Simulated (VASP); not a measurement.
# In2GeO2 (I4/mmm) in VASP: single point with PBE

Aim: the single point of In2GeO2 with PBE.

Program: VASP 6.6.1. These are calculated values, not measurements. Logs are shortened: lines on timing, memory, paths and dates and some standing lists are left out, and cuts for length are marked.

## 1. The cell of the first run

It takes space group I4/mmm (No. 139, tetragonal). The conventional cell has a = 5.635 Å, b = 5.635 Å, c = 6.641 Å, α = 90.00°, β = 90.00°, γ = 90.00°. Within 2.2 Å of In (site symmetry mmm) lie 2 O at 1.66 Å. Ge (site symmetry 4/mmm) has 4 In at 2.82 Å and 8 O at 3.27 Å within 3.7 Å. Within 2.2 Å of O (site symmetry -4m2) lie 2 In at 1.66 Å.

## 2. Single point, PBE

INCAR

```
SYSTEM = In2GeO2
ALGO = Normal
EDIFF = 1E-7
ENCUT = 520
GGA = PE
ISIF = 2
ISMEAR = 0
LASPH = .TRUE.
LCHARG = .FALSE.
LREAL = .FALSE.
LWAVE = .FALSE.
NBANDS = 34
NELM = 100
PREC = Accurate
SIGMA = 0.1
```

KPOINTS

```
k-points
0
G
  4 4 4
  0 0 0
```

POSCAR

```
In2GeO2
1.0
   -2.8176175600      2.8176175600      3.3202513100
    2.8176175600     -2.8176175600      3.3202513100
    2.8176175600      2.8176175600     -3.3202513100
In Ge O
2 1 2
Direct
    0.5000000000      0.0000000000      0.5000000000
    0.0000000000      0.5000000000      0.5000000000
    0.5000000000      0.5000000000      0.0000000000
    0.7500000000      0.2500000000      0.5000000000
    0.2500000000      0.7500000000      0.5000000000
```

Potentials or basis: VASP PAW PBE potentials, release 64 (In_d, Ge_d, O).

The run is started by

```sh
$ cat potpaw_PBE.64/In_d/POTCAR potpaw_PBE.64/Ge_d/POTCAR potpaw_PBE.64/O/POTCAR > POTCAR
$ mpirun -np 1 vasp_std > vasp.out
```

OUTCAR:

```text
SYSTEM = In2GeO2
   EDIFF = 1E-7
   ENCUT = 520
   GGA = PE
   ISIF = 2
   ISMEAR = 0
   LASPH = .TRUE.
   LREAL = .FALSE.
   NELM = 100
   PREC = Accurate

 ion  position               nearest neighbor table
   1  0.500  0.000  0.500-   4 1.66   5 1.66   3 2.82   3 2.82   2 3.32   2 3.32   2 3.98   2 3.98
                             2 3.98   2 3.98
   2  0.000  0.500  0.500-   4 1.66   5 1.66   3 2.82   3 2.82   1 3.32   1 3.32   1 3.98   1 3.98
                             1 3.98   1 3.98
   3  0.500  0.500  0.000-   1 2.82   2 2.82   1 2.82   2 2.82
   4  0.750  0.250  0.500-   1 1.66   2 1.66
   5  0.250  0.750  0.500-   1 1.66   2 1.66

  LATTYP: Found a body centered tetragonal cell.
 ALAT       =     5.6352351200
 C/A-ratio  =     1.1783896286

  Lattice vectors:

 A1 = (  -2.8176175600,   2.8176175600,   3.3202513100)
 A2 = (   2.8176175600,  -2.8176175600,   3.3202513100)
 A3 = (   2.8176175600,   2.8176175600,  -3.3202513100)

Analysis of symmetry for initial positions (statically):
=====================================================================
 Subroutine PRICEL returns:
 Original cell was already a primitive cell.

 Routine SETGRP: Setting up the symmetry group for a
 body centered tetragonal supercell.

 Subroutine GETGRP returns: Found 16 space group operations
 (whereof 16 operations were pure point group operations)
 out of a pool of 16 trial point group operations.

The static configuration has the point symmetry D_4h.

Analysis of symmetry for dynamics (positions and initial velocities):
=====================================================================
 Subroutine PRICEL returns:
 Original cell was already a primitive cell.

 Routine SETGRP: Setting up the symmetry group for a
 body centered tetragonal supercell.

 Subroutine GETGRP returns: Found 16 space group operations
 (whereof 16 operations were pure point group operations)
 out of a pool of 16 trial point group operations.

The dynamic configuration has the point symmetry D_4h.

 Subroutine INISYM returns: Found 16 space group operations
 (whereof 16 operations are pure point group operations),
 and found     1 'primitive' translations

----------------------------------------------------------------------------------------

                                     Primitive cell

  volume of cell :     105.4375

  direct lattice vectors                    reciprocal lattice vectors
    -2.817617560  2.817617560  3.320251310     0.000000000  0.177454885  0.150591011
     2.817617560 -2.817617560  3.320251310     0.177454885  0.000000000  0.150591011
     2.817617560  2.817617560 -3.320251310     0.177454885  0.177454885  0.000000000

  length of vectors
     5.186714393  5.186714393  5.186714393     0.232739959  0.232739959  0.250959105

  position of ions in fractional coordinates (direct lattice)
     0.500000000  0.000000000  0.500000000
     0.000000000  0.500000000  0.500000000
     0.500000000  0.500000000  0.000000000
     0.750000000  0.250000000  0.500000000
     0.250000000  0.750000000  0.500000000

  ion indices of the primitive-cell ions
   primitive index   ion index
                 1           1
                 2           2
                 3           3
                 4           4
                 5           5

----------------------------------------------------------------------------------------

 KPOINTS: k-points

Automatic generation of k-mesh.
 Grid dimensions read from file:
 generate k-points for:    4    4    4

 Generating k-lattice:

  Cartesian coordinates                     Fractional coordinates (reciprocal lattice)
     0.000000000  0.044363721  0.037647753     0.250000000  0.000000000  0.000000000
     0.044363721  0.000000000  0.037647753     0.000000000  0.250000000  0.000000000
     0.044363721  0.044363721  0.000000000     0.000000000  0.000000000  0.250000000

  Length of vectors
     0.058184990  0.058184990  0.062739776

  Shift w.r.t. Gamma in fractional coordinates (k-lattice)
     0.000000000  0.000000000  0.000000000

 Subroutine IBZKPT returns following result:
 ===========================================

 Found     13 irreducible k-points:

 Following reciprocal coordinates:
            Coordinates               Weight
  0.000000  0.000000  0.000000      1.000000
  0.250000 -0.000000  0.000000      8.000000
  0.500000 -0.000000  0.000000      4.000000
  0.250000  0.250000  0.000000      8.000000
  0.500000  0.250000  0.000000     16.000000
 -0.250000  0.250000  0.000000      4.000000
  0.500000  0.500000  0.000000      2.000000
  0.250000  0.250000  0.250000      2.000000
 -0.250000  0.250000  0.250000      4.000000
  0.500000  0.500000  0.250000      4.000000
 -0.250000  0.500000  0.250000      8.000000
 -0.250000 -0.250000  0.250000      2.000000
  0.500000  0.500000  0.500000      1.000000
   k-points           NKPTS =     13   k-points in BZ     NKDIM =     13   number of bands    NBANDS=     34
   number of dos      NEDOS =    301   number of ions     NIONS =      5
   total plane-waves  NPLWV =  64000
   dimension x,y,z NGX =    40 NGY =   40 NGZ =   40
   dimension x,y,z NGXF=    80 NGYF=   80 NGZF=   80
   ions per type =               2   1   2
   NGX,Y,Z   is equivalent  to a cutoff of  12.82, 12.82, 12.82 a.u.
   NGXF,Y,Z  is equivalent  to a cutoff of  25.64, 25.64, 25.64 a.u.
 SYSTEM =  In2GeO2
   PREC   = accura    normal or accurate (medium, high low for compatibility)
   ISTART =      0    job   : 0-new  1-cont  2-samecut
   ICHARG =      2    charge: 1-file 2-atom 10-const
   ISPIN  =      1    spin polarized calculation?
   LNONCOLLINEAR =      F non collinear calculations
   LSORBIT =      F    spin-orbit coupling
   LASPH  =      T    aspherical Exc in radial PAW
   ENCUT  =  520.0 eV  38.22 Ry    6.18 a.u.   9.64  9.64  9.64*2*pi/ulx,y,z
   NELM   =    100;   NELMIN=  2; NELMDL= -5     # of ELM steps
   EDIFF  = 0.1E-06   stopping-criterion for ELM
   LREAL  =      F    real-space projection
   EDIFFG = 0.1E-05   stopping-criterion for IOM
   NSW    =      0    number of steps for IOM
   IBRION =     -1    ionic relax: 0-MD 1-quasi-New 2-CG
   NFREE  =      0    steps in history (QN), initial steepest desc. (CG)
   ISIF   =      2    stress and relaxation
   ISYM   =      2    0-nonsym 1-usesym 2-fastsym
   POTIM  = 0.5000    time-step for ionic-motion
   TEBEG  =    0.0;   TEEND  =   0.0 temperature during run
   PSTRESS=    0.0 pullay stress
   NELECT =      52.0000    total number of electrons
   NUPDOWN=      -1.0000    fix difference up-down
   EMIN   =  10.00;   EMAX   =-10.00  energy-range for DOS
   EFERMI =   0.00;   METHOD = LEGACY
   ISMEAR =     0;   SIGMA  =   0.10  broadening in eV -4-tet -1-fermi 0-gaus
   EFERMI_NEDOS =   21; number of points for ismear=-14 and -15
   IALGO  =     38    algorithm
   IMIX   =      4    mixing-type and parameters
     AMIX     =   0.40;   BMIX     =  1.00
     AMIX_MAG =   1.60;   BMIX_MAG =  1.00
  volume/ion in A,a.u.               =      21.09       142.31
  Fermi-wavevector in a.u.,A,eV,Ry     =   1.293434  2.444236 22.762159  1.672971
  Thomas-Fermi vector in A             =   2.425080
   LORBIT       =      0    0 simple, 1 ext, 2 COOP (PROOUT), +10 PAW based schemes
   GGA     = PE    functional components
   LHFCALC =     F    Hartree Fock is set to
   AEXX    =    0.0000 exact exchange contribution
   IVDW    =     0    specifies the selected vdW correction
   LEPSILON=     F    determine dielectric tensor
   LRPA    =     F    only Hartree local field effects (RPA)
 non-spin polarized calculation
 Gauss-broadening in eV      SIGMA  =   0.10
  energy-cutoff  :      520.00
  volume of cell :      105.44
 maximum number of plane-waves:      2869
 NGX is ok and might be reduce to    40
   NGX = 19   NGY = 19   NGZ = 19

 number of electron      52.0000005 magnetization

 Free energy of the ion-electron system (eV)
  ---------------------------------------------------
  ext. energy  EPLUGINS =         0.00000000
  ---------------------------------------------------
  free energy    TOTEN  =       -12.79966799 eV

  energy without entropy =      -12.77781577  energy(sigma->0) =      -12.78874188

 E-fermi :   5.0452     XC(G=0):  -9.1336

 val. band max:        5.0366282154   @ k =   0.5000   0.5000   0.2500
 cond. band min:       5.0715636614   @ k =   0.5000   0.2500   0.0000
 fundamental gap:      0.0349354460
 Fermi energy:         5.0451769924

 k-point     1 :       0.0000    0.0000    0.0000
  band No.  band energies     occupation
      1     -19.4161      2.00000
      2     -19.3590      2.00000
      3     -19.3590      2.00000
      4     -19.2352      2.00000
      5     -19.2097      2.00000
      6     -18.3280      2.00000
[... 26 lines left out ...]
     33      12.1308      0.00000
     34      12.1367      0.00000

 k-point     2 :       0.2500   -0.0000    0.0000
  band No.  band energies     occupation
      1     -19.4158      2.00000
      2     -19.3589      2.00000
      3     -19.3589      2.00000
      4     -19.2342      2.00000
      5     -19.2095      2.00000
      6     -18.0777      2.00000
[... 26 lines left out ...]
     33      11.7512      0.00000
     34      12.3417      0.00000

 k-point     3 :       0.5000   -0.0000    0.0000
  band No.  band energies     occupation
      1     -19.4155      2.00000
      2     -19.3589      2.00000
      3     -19.3588      2.00000
      4     -19.2333      2.00000
      5     -19.2093      2.00000
      6     -17.3524      2.00000
[... 26 lines left out ...]
     33      11.4035      0.00000
     34      13.3381      0.00000
[... 297 lines left out ...]
 k-point    12 :      -0.2500   -0.2500    0.2500
  band No.  band energies     occupation
      1     -19.4162      2.00000
      2     -19.3588      2.00000
      3     -19.3588      2.00000
      4     -19.2355      2.00000
      5     -19.2096      2.00000
      6     -17.3664      2.00000
[... 26 lines left out ...]
     33      10.9110      0.00000
     34      13.0517      0.00000

 k-point    13 :       0.5000    0.5000    0.5000
  band No.  band energies     occupation
      1     -19.4163      2.00000
      2     -19.3587      2.00000
      3     -19.3587      2.00000
      4     -19.2362      2.00000
      5     -19.2095      2.00000
      6     -18.3022      2.00000
[... 26 lines left out ...]
     33      13.2313      0.00000
     34      13.5482      0.00000

------------------------ aborting loop because EDIFF is reached ----------------------------------------

  FORCE on cell =-STRESS in cart. coord.  units (eV):
  Direction    XX          YY          ZZ          XY          YZ          ZX
  --------------------------------------------------------------------------------------
  -------------------------------------------------------------------------------------
  Total        3.4378958      3.4378958     86.5608353      0.0000000      0.0000000      0.0000000
  in kB       52.2406111     52.2406111   1315.3368361      0.0000000      0.0000000      0.0000000
  external PRESSURE =     473.2726861 kB  Pullay stress =       0.0000000 kB

 VOLUME and BASIS-vectors are now :
 -----------------------------------------------------------------------------
  energy-cutoff  :      520.00
  volume of cell :      105.44
      direct lattice vectors                 reciprocal lattice vectors
    -2.817617560  2.817617560  3.320251310     0.000000000  0.177454885  0.150591011
     2.817617560 -2.817617560  3.320251310     0.177454885  0.000000000  0.150591011
     2.817617560  2.817617560 -3.320251310     0.177454885  0.177454885  0.000000000

 POSITION                                       TOTAL-FORCE (eV/Angst)
 -----------------------------------------------------------------------------------
      0.00000      2.81762      0.00000         0.000000      0.000000     -0.000000
      2.81762      0.00000      0.00000         0.000000      0.000000     -0.000000
      0.00000      0.00000      3.32025         0.000000      0.000000     -0.000000
      0.00000      2.81762      1.66013         0.000000     -0.000000     -0.000000
      2.81762      0.00000      1.66013        -0.000000      0.000000      0.000000
 -----------------------------------------------------------------------------------
    total drift:                               -0.000000     -0.000000      0.000000

  FREE ENERGIE OF THE ION-ELECTRON SYSTEM (eV)
  ---------------------------------------------------
  free  energy   TOTEN  =       -12.7996679872 eV

  energy  without entropy=      -12.7778157729  energy(sigma->0) =      -12.78874188
```

Run time: 72 s. Hardware: 1 thread of Intel Xeon Platinum 8488C (Sapphire Rapids), shared host; peak memory 0.25 GiB.

Results:

| Property | Result |
| --- | --- |
| Free energy | -12.7997 eV |
| Pressure | 47.3 GPa |
| Band gap on the k mesh | zero (band 26 reaches 5.22 eV, above the bottom of band 27 at 4.31 eV) |

Levels at points of the mesh, in eV from the Fermi level:
```tsv
k point	band 23	band 24	band 25	band 26	band 27	band 28	band 29	band 30
(0.00, 0.00, 0.00)	-3.64	-3.64	-1.71	-1.71	0.36	0.39	4.03	4.03
(0.50, 0.00, 0.00)	-4.78	-4.18	-0.77	-0.64	0.51	2.61	3.08	3.12
(0.50, 0.50, 0.00)	-3.89	-3.29	-2.05	0.17	0.76	1.12	4.61	4.66
(0.50, 0.50, 0.50)	-3.33	-3.33	-0.83	-0.83	-0.74	1.77	2.66	3.64
```

Caveat: the k points lie up to 0.39 Å⁻¹ apart; spin-orbit coupling is left out, which moves the levels of the heavy elements.
